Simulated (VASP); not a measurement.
# CuSn3 (I4/mmm) in VASP: further runs

Aim: see how the results for CuSn3 move with the level of theory and the settings. Levels: PBEsol+D3(BJ), PBEsol. Tasks: single point, relaxation of cell and atoms.

Everything below comes from runs of VASP 6.6.1. Logs are shortened: lines on timing, memory, paths and dates and some standing lists are left out, and cuts for length are marked.

## Step 1: The cell of the first run

Symmetry: I4/mmm, No. 139, tetragonal system. The conventional cell has a = 4.480 Å, b = 4.480 Å, c = 9.741 Å, α = 90.00°, β = 90.00°, γ = 90.00°. Within 4.2 Å of Sn (site symmetry 4/mmm) lie 4 Cu at 3.17 Å and 8 Sn at 3.31 Å. Within 4.2 Å of Sn (site symmetry -4m2) lie 8 Sn at 3.17 to 3.31 Å and 4 Cu at 3.31 Å. Cu (site symmetry 4/mmm) has 12 Sn at 3.17 to 3.31 Å within 4.2 Å.

## Step 2: Single point, PBEsol+D3(BJ)

The input, INCAR:

```
SYSTEM = CuSn3
PREC = Accurate
ENCUT = 520
EDIFF = 1E-6
ISMEAR = -1
SIGMA = 0.05
LREAL = .False.
LASPH = .True.
NELM = 80
ALGO = Fast
ISIF = 2
LWAVE = .False.
LCHARG = .False.
GGA = PS
IVDW = 12
NBANDS = 34
```

The input, KPOINTS:

```
Automatic mesh
0
Gamma
  8 8 8
  0 0 0
```

The input, POSCAR:

```
CuSn3
1.0
   -2.2399030000      2.2399030000      4.8707040000
    2.2399030000     -2.2399030000      4.8707040000
    2.2399030000      2.2399030000     -4.8707040000
Sn Cu
3 1
Direct
    0.5000000000      0.5000000000      0.0000000000
    0.2500000000      0.7500000000      0.5000000000
    0.7500000000      0.2500000000      0.5000000000
    0.0000000000      0.0000000000      0.0000000000
```

Potentials or basis: VASP PAW PBE potentials, release 64 (Sn_d, Cu).

Started as:

```
cat potpaw_PBE.64/Sn_d/POTCAR potpaw_PBE.64/Cu/POTCAR > POTCAR
mpirun -np 1 vasp_std > vasp.out
```

OUTCAR:

```text
SYSTEM = CuSn3
   PREC = Accurate
   ENCUT = 520
   EDIFF = 1E-6
   ISMEAR = -1
   LREAL = .False.
   LASPH = .True.
   NELM = 80
   ISIF = 2
   GGA = PS
   IVDW = 12
 IVDW          = 12

 ion  position               nearest neighbor table
   1  0.500  0.500  0.000-   4 3.17   4 3.17   4 3.17   4 3.17   3 3.31   2 3.31   3 3.31   3 3.31
                             2 3.31   2 3.31   3 3.31   2 3.31
   2  0.250  0.750  0.500-   3 3.17   3 3.17   3 3.17   3 3.17   1 3.31   1 3.31   1 3.31   1 3.31

   3  0.750  0.250  0.500-   2 3.17   2 3.17   2 3.17   2 3.17   1 3.31   1 3.31   1 3.31   1 3.31

   4  0.000  0.000  0.000-   1 3.17   1 3.17   1 3.17   1 3.17

  LATTYP: Found a body centered tetragonal cell.
 ALAT       =     4.4798060000
 C/A-ratio  =     2.1745155929

  Lattice vectors:

 A1 = (  -2.2399030000,   2.2399030000,   4.8707040000)
 A2 = (   2.2399030000,  -2.2399030000,   4.8707040000)
 A3 = (   2.2399030000,   2.2399030000,  -4.8707040000)

Analysis of symmetry for initial positions (statically):
=====================================================================
 Subroutine PRICEL returns:
 Original cell was already a primitive cell.

 Routine SETGRP: Setting up the symmetry group for a
 body centered tetragonal supercell.

 Subroutine GETGRP returns: Found 16 space group operations
 (whereof 16 operations were pure point group operations)
 out of a pool of 16 trial point group operations.

The static configuration has the point symmetry D_4h.

Analysis of symmetry for dynamics (positions and initial velocities):
=====================================================================
 Subroutine PRICEL returns:
 Original cell was already a primitive cell.

 Routine SETGRP: Setting up the symmetry group for a
 body centered tetragonal supercell.

 Subroutine GETGRP returns: Found 16 space group operations
 (whereof 16 operations were pure point group operations)
 out of a pool of 16 trial point group operations.

The dynamic configuration has the point symmetry D_4h.

 Subroutine INISYM returns: Found 16 space group operations
 (whereof 16 operations are pure point group operations),
 and found     1 'primitive' translations

----------------------------------------------------------------------------------------

                                     Primitive cell

  volume of cell :      97.7485

  direct lattice vectors                    reciprocal lattice vectors
    -2.239903000  2.239903000  4.870704000     0.000000000  0.223223952  0.102654565
     2.239903000 -2.239903000  4.870704000     0.223223952  0.000000000  0.102654565
     2.239903000  2.239903000 -4.870704000     0.223223952  0.223223952  0.000000000

  length of vectors
     5.810171112  5.810171112  5.810171112     0.245696749  0.245696749  0.315686341

  position of ions in fractional coordinates (direct lattice)
     0.500000000  0.500000000  0.000000000
     0.250000000  0.750000000  0.500000000
     0.750000000  0.250000000  0.500000000
     0.000000000  0.000000000  0.000000000

  ion indices of the primitive-cell ions
   primitive index   ion index
                 1           1
                 2           2
                 3           3
                 4           4

----------------------------------------------------------------------------------------

 KPOINTS: Automatic mesh

Automatic generation of k-mesh.
 Grid dimensions read from file:
 generate k-points for:    8    8    8

 Generating k-lattice:

  Cartesian coordinates                     Fractional coordinates (reciprocal lattice)
     0.000000000  0.027902994  0.012831821     0.125000000  0.000000000 -0.000000000
     0.027902994  0.000000000  0.012831821     0.000000000  0.125000000 -0.000000000
     0.027902994  0.027902994  0.000000000     0.000000000  0.000000000  0.125000000

  Length of vectors
     0.030712094  0.030712094  0.039460793

  Shift w.r.t. Gamma in fractional coordinates (k-lattice)
     0.000000000  0.000000000  0.000000000

 Subroutine IBZKPT returns following result:
 ===========================================

 Found     59 irreducible k-points:

 Following reciprocal coordinates:
            Coordinates               Weight
  0.000000  0.000000  0.000000      1.000000
  0.125000  0.000000  0.000000      8.000000
  0.250000  0.000000  0.000000      8.000000
  0.375000 -0.000000  0.000000      8.000000
  0.500000  0.000000  0.000000      4.000000
  0.125000  0.125000  0.000000      8.000000
[... 16 lines left out ...]
  0.250000  0.125000  0.125000     16.000000
  0.375000  0.125000  0.125000      8.000000
 [... further k-points ...]
   k-points           NKPTS =     59   k-points in BZ     NKDIM =     59   number of bands    NBANDS=     34
   number of dos      NEDOS =    301   number of ions     NIONS =      4
   total plane-waves  NPLWV = 110592
   dimension x,y,z NGX =    48 NGY =   48 NGZ =   48
   dimension x,y,z NGXF=    96 NGYF=   96 NGZF=   96
   ions per type =               3   1
   NGX,Y,Z   is equivalent  to a cutoff of  13.73, 13.73, 13.73 a.u.
   NGXF,Y,Z  is equivalent  to a cutoff of  27.47, 27.47, 27.47 a.u.
 SYSTEM =  CuSn3
   PREC   = accura    normal or accurate (medium, high low for compatibility)
   ISTART =      0    job   : 0-new  1-cont  2-samecut
   ICHARG =      2    charge: 1-file 2-atom 10-const
   ISPIN  =      1    spin polarized calculation?
   LNONCOLLINEAR =      F non collinear calculations
   LSORBIT =      F    spin-orbit coupling
   LASPH  =      T    aspherical Exc in radial PAW
   ENCUT  =  520.0 eV  38.22 Ry    6.18 a.u.  10.80 10.80 10.80*2*pi/ulx,y,z
   NELM   =     80;   NELMIN=  2; NELMDL= -5     # of ELM steps
   EDIFF  = 0.1E-05   stopping-criterion for ELM
   LREAL  =      F    real-space projection
   EDIFFG = 0.1E-04   stopping-criterion for IOM
   NSW    =      0    number of steps for IOM
   IBRION =     -1    ionic relax: 0-MD 1-quasi-New 2-CG
   NFREE  =      0    steps in history (QN), initial steepest desc. (CG)
   ISIF   =      2    stress and relaxation
   ISYM   =      2    0-nonsym 1-usesym 2-fastsym
   POTIM  = 0.5000    time-step for ionic-motion
   TEBEG  =    0.0;   TEEND  =   0.0 temperature during run
   PSTRESS=    0.0 pullay stress
   NELECT =      53.0000    total number of electrons
   NUPDOWN=      -1.0000    fix difference up-down
   EMIN   =  10.00;   EMAX   =-10.00  energy-range for DOS
   EFERMI =   0.00;   METHOD = LEGACY
   ISMEAR =    -1;   SIGMA  =   0.05  broadening in eV -4-tet -1-fermi 0-gaus
   EFERMI_NEDOS =   21; number of points for ismear=-14 and -15
   IALGO  =     68    algorithm
   IMIX   =      4    mixing-type and parameters
     AMIX     =   0.40;   BMIX     =  1.00
     AMIX_MAG =   1.60;   BMIX_MAG =  1.00
  volume/ion in A,a.u.               =      24.44       164.91
  Fermi-wavevector in a.u.,A,eV,Ry     =   1.334945  2.522680 24.246649  1.782078
  Thomas-Fermi vector in A             =   2.463687
   LORBIT       =      0    0 simple, 1 ext, 2 COOP (PROOUT), +10 PAW based schemes
   GGA     = PS    functional components
   LHFCALC =     F    Hartree Fock is set to
   AEXX    =    0.0000 exact exchange contribution
   IVDW    =    12    specifies the selected vdW correction
   LEPSILON=     F    determine dielectric tensor
   LRPA    =     F    only Hartree local field effects (RPA)
 non-spin polarized calculation
 RMM-DIIS sequential band-by-band and
  energy-cutoff  :      520.00
  volume of cell :       97.75
 maximum number of plane-waves:      2682
 NGX is ok and might be reduce to    48
   NGX = 21   NGY = 21   NGZ = 21

 number of electron      53.0000000 magnetization

 Free energy of the ion-electron system (eV)
  ---------------------------------------------------
  ext. energy  EPLUGINS =         0.00000000
  ---------------------------------------------------
  free energy    TOTEN  =       -16.11568285 eV

  energy without entropy =      -16.09877823  energy(sigma->0) =      -16.10723054

 E-fermi :   7.3395     XC(G=0): -10.6038

 val. band max:        7.3048284199   @ k =  -0.1250   0.2500   0.1250
 cond. band min:       7.3482409289   @ k =   0.3750   0.2500   0.0000
 fundamental gap:      0.0434125090
 Fermi energy:         7.3395341943

 k-point     1 :       0.0000    0.0000    0.0000
  band No.  band energies     occupation
      1     -14.1993      2.00000
      2     -14.0886      2.00000
      3     -14.0853      2.00000
      4     -14.0341      2.00000
      5     -14.0341      2.00000
      6     -14.0337      2.00000
[... 26 lines left out ...]
     33      11.7781      0.00000
     34      15.2120      0.00000

 k-point     2 :       0.1250    0.0000    0.0000
  band No.  band energies     occupation
      1     -14.1853      2.00000
      2     -14.0869      2.00000
      3     -14.0771      2.00000
      4     -14.0505      2.00000
      5     -14.0459      2.00000
      6     -14.0180      2.00000
[... 26 lines left out ...]
     33      11.2372      0.00000
     34      16.1430      0.00000

 k-point     3 :       0.2500    0.0000    0.0000
  band No.  band energies     occupation
      1     -14.1453      2.00000
      2     -14.0823      2.00000
      3     -14.0648      2.00000
      4     -14.0567      2.00000
      5     -14.0412      2.00000
      6     -14.0076      2.00000
[... 26 lines left out ...]
     33      11.9348      0.00000
     34      14.6507      0.00000
[... 704 lines left out ...]
 k-point    23 :       0.2500    0.1250    0.1250
  band No.  band energies     occupation
      1     -14.1144      2.00000
      2     -14.0792      2.00000
      3     -14.0516      2.00000
      4     -14.0409      2.00000
      5     -14.0273      2.00000
      6     -14.0172      2.00000
[... 26 lines left out ...]
     33      12.9202      0.00000
     34      13.7650      0.00000

 k-point    24 :       0.3750    0.1250    0.1250
  band No.  band energies     occupation
      1     -14.0846      2.00000
      2     -14.0794      2.00000
      3     -14.0710      2.00000
      4     -14.0608      2.00000
      5     -14.0215      2.00000
      6     -14.0084      2.00000
[... 26 lines left out ...]
     33      13.1906      0.00000
     34      13.9486      0.00000

 [... further k-points ...]

------------------------ aborting loop because EDIFF is reached ----------------------------------------

 Edisp (eV)   -1.53049

 E8    (eV) :    -1.0636

  FORCE on cell =-STRESS in cart. coord.  units (eV):
  Direction    XX          YY          ZZ          XY          YZ          ZX
  --------------------------------------------------------------------------------------
  -------------------------------------------------------------------------------------
  Total      -4.06176    -4.06176    -4.25985     0.00000     0.00000     0.00000
  in kB     -66.57551   -66.57551   -69.82241     0.00000     0.00000     0.00000
  external pressure =      -67.66 kB  Pullay stress =        0.00 kB

 VOLUME and BASIS-vectors are now :
 -----------------------------------------------------------------------------
  energy-cutoff  :      520.00
  volume of cell :       97.75
      direct lattice vectors                 reciprocal lattice vectors
    -2.239903000  2.239903000  4.870704000     0.000000000  0.223223952  0.102654565
     2.239903000 -2.239903000  4.870704000     0.223223952  0.000000000  0.102654565
     2.239903000  2.239903000 -4.870704000     0.223223952  0.223223952  0.000000000

 POSITION                                       TOTAL-FORCE (eV/Angst)
 -----------------------------------------------------------------------------------
      0.00000      0.00000      4.87070         0.000000     -0.000000     -0.000000
      2.23990      0.00000      2.43535         0.000000      0.000000      0.000000
      0.00000      2.23990      2.43535        -0.000000      0.000000     -0.000000
      0.00000      0.00000      0.00000         0.000000     -0.000000     -0.000000
 -----------------------------------------------------------------------------------
    total drift:                                0.000000     -0.000000      0.000000

  FREE ENERGIE OF THE ION-ELECTRON SYSTEM (eV)
  ---------------------------------------------------
  free  energy   TOTEN  =       -17.6461679262 eV

  energy  without entropy=      -17.6292633079  energy(sigma->0) =      -17.63771562
```

Wall time 6.1 min (1 thread of Intel Xeon Platinum 8488C (Sapphire Rapids), shared host); peak memory 0.43 GiB.

Results:

```
Free energy                : -17.6462 eV
Pressure                   : -6.8 GPa
Band gap on the k mesh     : zero (an odd number of electrons rules out a gap without spin polarisation)
Dispersion energy per atom : -0.383 eV
```

Stress tensor (GPa, compression positive):
```
-6.66  0.00  0.00
 0.00 -6.66  0.00
 0.00  0.00 -6.98
```

Levels at points of the mesh, in eV from the Fermi level:
```csv
k point,band 24,band 25,band 26,band 27,band 28,band 29
"(0.00, 0.00, 0.00)",-1.98,-0.99,-0.99,-0.13,-0.13,0.47
"(0.50, 0.00, 0.00)",-1.95,-0.07,-0.04,0.06,0.25,2.13
"(0.50, 0.50, 0.00)",-2.18,-2.07,-2.00,0.26,0.87,0.88
"(0.50, 0.50, 0.50)",-2.32,-2.01,-0.84,2.77,2.77,2.82
```

Caveat: three body term missing; the cell stands under tension; the PAW data sets were made with another functional, which shifts forces and pressure a little; spin-orbit coupling is left out, which moves the levels of the heavy elements.

## Step 3: Relaxation of cell and atoms, PBEsol

The input, INCAR:

```
SYSTEM = CuSn3
PREC = Accurate ; ENCUT = 600
EDIFF = 1E-6 ; ISMEAR = -1
SIGMA = 0.05 ; LREAL = .False.
LASPH = .True. ; NELM = 60
ALGO = Fast ; ISIF = 3
LWAVE = .False. ; LCHARG = .False.
GGA = PS ; IBRION = 2
NSW = 60 ; EDIFFG = -0.01
```

The input, KPOINTS:

```
regular mesh
0
Gamma
  8 8 8
  0 0 0
```

POSCAR is that of step 2.

Potentials or basis: VASP PAW PBE potentials, release 64 (Sn_d, Cu).

Started as:

```
cat potpaw_PBE.64/Sn_d/POTCAR potpaw_PBE.64/Cu/POTCAR > POTCAR
mpirun -np 1 vasp_std > vasp.out
```

Wall time 24 min (1 thread of Intel Xeon Platinum 8488C (Sapphire Rapids), shared host); peak memory 0.47 GiB.

Results (log left out):

```yaml
Free_energy: -16.2148 eV
Relaxed_volume: 22.63 Å³/atom
Relaxed_cell: a = 5.658 Å, b = 5.658 Å, c = 5.658 Å, α = 134.57°, β = 134.57°, γ = 66.19°
Space_group_after_relaxing_to_0.1_Å: I4/mmm (No. 139)
Energy_gained_by_relaxing: 24.6 meV/atom
Ionic_steps: 6
Pressure_after_relaxing: 0.0 GPa
Band_gap_on_the_k_mesh: zero (an odd number of electrons rules out a gap without spin polarisation)
```

The path:
| step | energy change (eV) | largest force (eV/Å) | pressure (GPa) | volume (Å³) |
| --- | --- | --- | --- | --- |
| 1 | 0.0000 | 0.0000 | -4.05 | 97.75 |
| 2 | -0.0947 | 0.0000 | 0.92 | 89.26 |
| 3 | -0.0983 | 0.0000 | -0.21 | 90.52 |
| 4 | -0.0981 | 0.0000 | 0.19 | 90.28 |
| 5 | -0.0983 | 0.0000 | -0.13 | 90.61 |
| 6 | -0.0983 | 0.0000 | -0.01 | 90.52 |

Final structure:
```cif
data_structure
_symmetry_space_group_name_H-M 'P 1'
_symmetry_Int_Tables_number 1
_cell_length_a 5.6585
_cell_length_b 5.6585
_cell_length_c 5.6585
_cell_angle_alpha 134.573
_cell_angle_beta 134.573
_cell_angle_gamma 66.194
_cell_volume 90.52
loop_
_atom_site_label
_atom_site_type_symbol
_atom_site_fract_x
_atom_site_fract_y
_atom_site_fract_z
_atom_site_occupancy
Sn1 Sn 0.50000 0.50000 0.00000 1
Sn2 Sn 0.25000 0.75000 0.50000 1
Sn3 Sn 0.75000 0.25000 0.50000 1
Cu1 Cu 0.00000 0.00000 0.00000 1
```

Levels at points of the mesh, in eV from the Fermi level:
```
           k point  band 23  band 24  band 25  band 26  band 27  band 28  band 29  band 30
(0.00, 0.00, 0.00)    -2.54    -2.10    -1.11    -1.11    -0.27    -0.27     0.54     1.34
(0.50, 0.00, 0.00)    -2.45    -2.11    -0.14    -0.04     0.15     0.17     2.28     2.73
(0.50, 0.50, 0.00)    -2.44    -2.38    -2.24    -2.14     0.31     0.87     0.95     1.22
(0.50, 0.50, 0.50)    -2.55    -2.54    -2.06    -0.81     2.90     2.90     2.93     3.03
```

Caveat: the PAW data sets were made with another functional, which shifts forces and pressure a little; spin-orbit coupling is left out, which moves the levels of the heavy elements.

The gap in the log of VASP goes by the Fermi energy; the results here count the filled bands.